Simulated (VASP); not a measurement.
# Sc3BN2 (P6/mmm) in VASP: a series of runs

Sc3BN2 is run at these levels: PBE; tasks: single point, relaxation of cell and atoms.

All numbers are computed with VASP 6.6.1; they aren't measurements. Logs are shortened: lines on timing, memory, paths and dates and some standing lists are left out, and cuts for length are marked.

## (1) The cell of the first run

The structure is hexagonal, space group P6/mmm (No. 191). Conventional cell: a = 4.859 Å, b = 4.859 Å, c = 4.992 Å, α = 90.00°, β = 90.00°, γ = 120.00°. Within 3.3 Å of Sc (site symmetry -6m2) lie 2 N at 2.50 Å and 6 Sc at 2.81 Å. Sc (site symmetry 6/mmm) has 2 B at 2.50 Å and 6 Sc at 2.81 Å within 3.3 Å. Within 3.3 Å of B (site symmetry 6/mmm) lie 2 Sc at 2.50 Å and 6 N at 2.81 Å. Within 3.3 Å of N (site symmetry -6m2) lie 2 Sc at 2.50 Å and 3 B at 2.81 Å and 3 N at 2.81 Å.

## (2) Single point, PBE

INCAR

```
PREC = Accurate
ENCUT = 520
EDIFF = 1E-6
ISMEAR = 0
SIGMA = 0.1
LREAL = F
LASPH = T
NELM = 100
ALGO = Normal
ISIF = 2
LWAVE = F
LCHARG = F
GGA = PE
NBANDS = 32
```

KPOINTS

```
regular mesh
0
Gamma
  6 6 4
```

POSCAR

```
Sc3BN2
1.0
    4.8591883800      0.0000000000      0.0000000000
   -2.4295941900      4.2081805800      0.0000000000
    0.0000000000      0.0000000000      4.9921081400
Sc B N
3 1 2
Direct
    0.3333333300      0.6666666700      0.5000000000
    0.6666666700      0.3333333300      0.5000000000
    0.0000000000      0.0000000000      0.5000000000
    0.0000000000      0.0000000000      0.0000000000
    0.3333333300      0.6666666700      0.0000000000
    0.6666666700      0.3333333300      0.0000000000
```

Potentials or basis: VASP PAW PBE potentials, release 64 (Sc_sv, B, N).

Launch:

```
cat potpaw_PBE.64/Sc_sv/POTCAR potpaw_PBE.64/B/POTCAR potpaw_PBE.64/N/POTCAR > POTCAR
mpirun -np 1 vasp_std > vasp.out
```

OUTCAR:

```text
PREC = Accurate
   ENCUT = 520
   EDIFF = 1E-6
   ISMEAR = 0
   LREAL = F
   LASPH = T
   NELM = 100
   ISIF = 2
   GGA = PE

 ion  position               nearest neighbor table
   1  0.333  0.667  0.500-   5 2.50   5 2.50   3 2.81   2 2.81   2 2.81   3 2.81   3 2.81   2 2.81

   2  0.667  0.333  0.500-   6 2.50   6 2.50   3 2.81   1 2.81   1 2.81   3 2.81   3 2.81   1 2.81

   3  0.000  0.000  0.500-   4 2.50   4 2.50   1 2.81   2 2.81   2 2.81   1 2.81   2 2.81   1 2.81

   4  0.000  0.000  0.000-   3 2.50   3 2.50
   5  0.333  0.667  0.000-   1 2.50   1 2.50
   6  0.667  0.333  0.000-   2 2.50   2 2.50

  LATTYP: Found a hexagonal cell.
 ALAT       =     4.8591883800
 C/A-ratio  =     1.0273543130

  Lattice vectors:

 A1 = (   4.8591883800,   0.0000000000,   0.0000000000)
 A2 = (  -2.4295941900,   4.2081805800,   0.0000000000)
 A3 = (   0.0000000000,   0.0000000000,   4.9921081400)

Analysis of symmetry for initial positions (statically):
=====================================================================
 Subroutine PRICEL returns:
 Original cell was already a primitive cell.

 Routine SETGRP: Setting up the symmetry group for a
 hexagonal supercell.

 Subroutine GETGRP returns: Found 24 space group operations
 (whereof 24 operations were pure point group operations)
 out of a pool of 24 trial point group operations.

The static configuration has the point symmetry D_6h.

Analysis of symmetry for dynamics (positions and initial velocities):
=====================================================================
 Subroutine PRICEL returns:
 Original cell was already a primitive cell.

 Routine SETGRP: Setting up the symmetry group for a
 hexagonal supercell.

 Subroutine GETGRP returns: Found 24 space group operations
 (whereof 24 operations were pure point group operations)
 out of a pool of 24 trial point group operations.

The dynamic configuration has the point symmetry D_6h.

 Subroutine INISYM returns: Found 24 space group operations
 (whereof 24 operations are pure point group operations),
 and found     1 'primitive' translations

----------------------------------------------------------------------------------------

                                     Primitive cell

  volume of cell :     102.0803

  direct lattice vectors                    reciprocal lattice vectors
     4.859188380  0.000000000  0.000000000     0.205795685  0.118816194  0.000000000
    -2.429594190  4.208180580  0.000000000     0.000000000  0.237632388  0.000000000
     0.000000000  0.000000000  4.992108140     0.000000000  0.000000000  0.200316173

  length of vectors
     4.859188380  4.859188381  4.992108140     0.237632388  0.237632388  0.200316173

  position of ions in fractional coordinates (direct lattice)
     0.333333330  0.666666670  0.500000000
     0.666666670  0.333333330  0.500000000
     0.000000000  0.000000000  0.500000000
     0.000000000  0.000000000  0.000000000
     0.333333330  0.666666670  0.000000000
     0.666666670  0.333333330  0.000000000

  ion indices of the primitive-cell ions
   primitive index   ion index
                 1           1
                 2           2
                 3           3
                 4           4
                 5           5
                 6           6

----------------------------------------------------------------------------------------

 KPOINTS: regular mesh

Automatic generation of k-mesh.
 Grid dimensions read from file:
 generate k-points for:    6    6    4

 Generating k-lattice:

  Cartesian coordinates                     Fractional coordinates (reciprocal lattice)
     0.034299281  0.019802699  0.000000000     0.166666667  0.000000000  0.000000000
     0.000000000  0.039605398  0.000000000     0.000000000  0.166666667  0.000000000
     0.000000000  0.000000000  0.050079043     0.000000000  0.000000000  0.250000000

  Length of vectors
     0.039605398  0.039605398  0.050079043

  Shift w.r.t. Gamma in fractional coordinates (k-lattice)
     0.000000000  0.000000000  0.000000000

 Subroutine IBZKPT returns following result:
 ===========================================

 Found     21 irreducible k-points:

 Following reciprocal coordinates:
            Coordinates               Weight
  0.000000  0.000000  0.000000      1.000000
  0.166667 -0.000000  0.000000      6.000000
  0.333333 -0.000000  0.000000      6.000000
  0.500000 -0.000000  0.000000      3.000000
  0.166667  0.166667  0.000000      6.000000
  0.333333  0.166667  0.000000     12.000000
[... 13 lines left out ...]
  0.333333  0.166667  0.500000     12.000000
  0.333333  0.333333  0.500000      2.000000
   k-points           NKPTS =     21   k-points in BZ     NKDIM =     21   number of bands    NBANDS=     32
   number of dos      NEDOS =    301   number of ions     NIONS =      6
   total plane-waves  NPLWV =  51840
   dimension x,y,z NGX =    36 NGY =   36 NGZ =   40
   dimension x,y,z NGXF=    72 NGYF=   72 NGZF=   80
   ions per type =               3   1   2
   NGX,Y,Z   is equivalent  to a cutoff of  12.32, 12.32, 13.32 a.u.
   NGXF,Y,Z  is equivalent  to a cutoff of  24.63, 24.63, 26.64 a.u.
 SYSTEM =  unknown system
   PREC   = accura    normal or accurate (medium, high low for compatibility)
   ISTART =      0    job   : 0-new  1-cont  2-samecut
   ICHARG =      2    charge: 1-file 2-atom 10-const
   ISPIN  =      1    spin polarized calculation?
   LNONCOLLINEAR =      F non collinear calculations
   LSORBIT =      F    spin-orbit coupling
   LASPH  =      T    aspherical Exc in radial PAW
   ENCUT  =  520.0 eV  38.22 Ry    6.18 a.u.   9.03  9.03  9.28*2*pi/ulx,y,z
   NELM   =    100;   NELMIN=  2; NELMDL= -5     # of ELM steps
   EDIFF  = 0.1E-05   stopping-criterion for ELM
   LREAL  =      F    real-space projection
   EDIFFG = 0.1E-04   stopping-criterion for IOM
   NSW    =      0    number of steps for IOM
   IBRION =     -1    ionic relax: 0-MD 1-quasi-New 2-CG
   NFREE  =      0    steps in history (QN), initial steepest desc. (CG)
   ISIF   =      2    stress and relaxation
   ISYM   =      2    0-nonsym 1-usesym 2-fastsym
   POTIM  = 0.5000    time-step for ionic-motion
   TEBEG  =    0.0;   TEEND  =   0.0 temperature during run
   PSTRESS=    0.0 pullay stress
   NELECT =      46.0000    total number of electrons
   NUPDOWN=      -1.0000    fix difference up-down
   EMIN   =  10.00;   EMAX   =-10.00  energy-range for DOS
   EFERMI =   0.00;   METHOD = LEGACY
   ISMEAR =     0;   SIGMA  =   0.10  broadening in eV -4-tet -1-fermi 0-gaus
   EFERMI_NEDOS =   21; number of points for ismear=-14 and -15
   IALGO  =     38    algorithm
   IMIX   =      4    mixing-type and parameters
     AMIX     =   0.40;   BMIX     =  1.00
     AMIX_MAG =   1.60;   BMIX_MAG =  1.00
  volume/ion in A,a.u.               =      17.01       114.81
  Fermi-wavevector in a.u.,A,eV,Ry     =   1.255105  2.371805 21.433104  1.575289
  Thomas-Fermi vector in A             =   2.388878
   LORBIT       =      0    0 simple, 1 ext, 2 COOP (PROOUT), +10 PAW based schemes
   GGA     = PE    functional components
   LHFCALC =     F    Hartree Fock is set to
   AEXX    =    0.0000 exact exchange contribution
   IVDW    =     0    specifies the selected vdW correction
   LEPSILON=     F    determine dielectric tensor
   LRPA    =     F    only Hartree local field effects (RPA)
 non-spin polarized calculation
 Gauss-broadening in eV      SIGMA  =   0.10
  energy-cutoff  :      520.00
  volume of cell :      102.08
 maximum number of plane-waves:      2778
   NGX = 19   NGY = 19   NGZ = 19

 number of electron      46.0000003 magnetization

 Free energy of the ion-electron system (eV)
  ---------------------------------------------------
  ext. energy  EPLUGINS =         0.00000000
  ---------------------------------------------------
  free energy    TOTEN  =       -31.33175997 eV

  energy without entropy =      -31.31304833  energy(sigma->0) =      -31.32240415

 E-fermi :   2.9774     XC(G=0): -10.0973

 val. band max:        2.9665663541   @ k =   0.3333  -0.0000   0.5000
 cond. band min:       2.9789100501   @ k =   0.1667  -0.0000   0.2500
 fundamental gap:      0.0123436961
 Fermi energy:         2.9774356491

 k-point     1 :       0.0000    0.0000    0.0000
  band No.  band energies     occupation
      1     -46.0722      2.00000
      2     -45.8501      2.00000
      3     -45.6902      2.00000
      4     -25.0073      2.00000
      5     -25.0073      2.00000
      6     -24.9018      2.00000
[... 24 lines left out ...]
     31       4.4072      0.00000
     32       5.0348      0.00000

 k-point     2 :       0.1667   -0.0000    0.0000
  band No.  band energies     occupation
      1     -46.0540      2.00000
      2     -45.8607      2.00000
      3     -45.6986      2.00000
      4     -25.1466      2.00000
      5     -25.0957      2.00000
      6     -24.7351      2.00000
[... 24 lines left out ...]
     31       5.1892      0.00000
     32       5.3159      0.00000

 k-point     3 :       0.3333   -0.0000    0.0000
  band No.  band energies     occupation
      1     -46.0079      2.00000
      2     -45.8896      2.00000
      3     -45.7175      2.00000
      4     -25.2697      2.00000
      5     -25.0504      2.00000
      6     -24.5528      2.00000
[... 24 lines left out ...]
     31       5.9392      0.00000
     32       6.0195      0.00000

 k-point     4 :       0.5000   -0.0000    0.0000
  band No.  band energies     occupation
      1     -45.9687      2.00000
      2     -45.9192      2.00000
      3     -45.7281      2.00000
      4     -25.3137      2.00000
      5     -24.8781      2.00000
      6     -24.7801      2.00000
[... 24 lines left out ...]
     31       5.8040      0.00000
     32       6.1304      0.00000

 k-point     5 :       0.1667    0.1667    0.0000
  band No.  band energies     occupation
      1     -46.0218      2.00000
      2     -45.8799      2.00000
      3     -45.7129      2.00000
      4     -25.1770      2.00000
      5     -25.1564      2.00000
      6     -24.5675      2.00000
[... 479 lines left out ...]
     31       5.8165      0.00000
     32       6.2958      0.00000

 k-point    19 :       0.1667    0.1667    0.5000
  band No.  band energies     occupation
      1     -46.0218      2.00000
      2     -45.8798      2.00000
      3     -45.7129      2.00000
      4     -25.1766      2.00000
      5     -25.1561      2.00000
      6     -24.5674      2.00000
[... 24 lines left out ...]
     31       5.2096      0.00000
     32       5.8517      0.00000

 k-point    20 :       0.3333    0.1667    0.5000
  band No.  band energies     occupation
      1     -45.9742      2.00000
      2     -45.9117      2.00000
      3     -45.7299      2.00000
      4     -25.2310      2.00000
      5     -25.0276      2.00000
      6     -24.7455      2.00000
[... 24 lines left out ...]
     31       5.6479      0.00000
     32       6.0659      0.00000

 k-point    21 :       0.3333    0.3333    0.5000
  band No.  band energies     occupation
      1     -45.9391      2.00000
      2     -45.9391      2.00000
      3     -45.7381      2.00000
      4     -25.0800      2.00000
      5     -25.0056      2.00000
      6     -25.0056      2.00000
[... 24 lines left out ...]
     31       4.9348      0.00000
     32       6.2939      0.00000

------------------------ aborting loop because EDIFF is reached ----------------------------------------

  FORCE on cell =-STRESS in cart. coord.  units (eV):
  Direction    XX          YY          ZZ          XY          YZ          ZX
  --------------------------------------------------------------------------------------
  -------------------------------------------------------------------------------------
  Total        7.8573430      7.8573430    -23.1812156      0.0000000     -0.0000000     -0.0000000
  in kB      123.3230350    123.3230350   -363.8351883      0.0000000     -0.0000000     -0.0000000
  external PRESSURE =     -39.0630394 kB  Pullay stress =       0.0000000 kB

 VOLUME and BASIS-vectors are now :
 -----------------------------------------------------------------------------
  energy-cutoff  :      520.00
  volume of cell :      102.08
      direct lattice vectors                 reciprocal lattice vectors
     4.859188380  0.000000000  0.000000000     0.205795685  0.118816194  0.000000000
    -2.429594190  4.208180580  0.000000000     0.000000000  0.237632388  0.000000000
     0.000000000  0.000000000  4.992108140     0.000000000  0.000000000  0.200316173

 POSITION                                       TOTAL-FORCE (eV/Angst)
 -----------------------------------------------------------------------------------
     -0.00000      2.80545      2.49605        -0.000000      0.000000     -0.000000
      2.42959      1.40273      2.49605         0.000000     -0.000000      0.000000
      0.00000      0.00000      2.49605         0.000000      0.000000     -0.000000
      0.00000      0.00000      0.00000         0.000000      0.000000     -0.000000
     -0.00000      2.80545      0.00000         0.000000      0.000000     -0.000000
      2.42959      1.40273      0.00000         0.000000      0.000000      0.000000
 -----------------------------------------------------------------------------------
    total drift:                                0.000000      0.000000      0.000000

  FREE ENERGIE OF THE ION-ELECTRON SYSTEM (eV)
  ---------------------------------------------------
  free  energy   TOTEN  =       -31.3317599686 eV

  energy  without entropy=      -31.3130483333  energy(sigma->0) =      -31.32240415
```

Run time: 88 s. Hardware: 1 thread of AMD EPYC 9R14 (Zen 4), shared host; peak memory 0.21 GiB.

What came out:

```
Free energy            : -31.3318 eV
Pressure               : -3.9 GPa
Band gap on the k mesh : zero (band 23 reaches 4.23 eV, above the bottom of band 24 at 2.56 eV)
```

(Continued in part 2 of 2.)
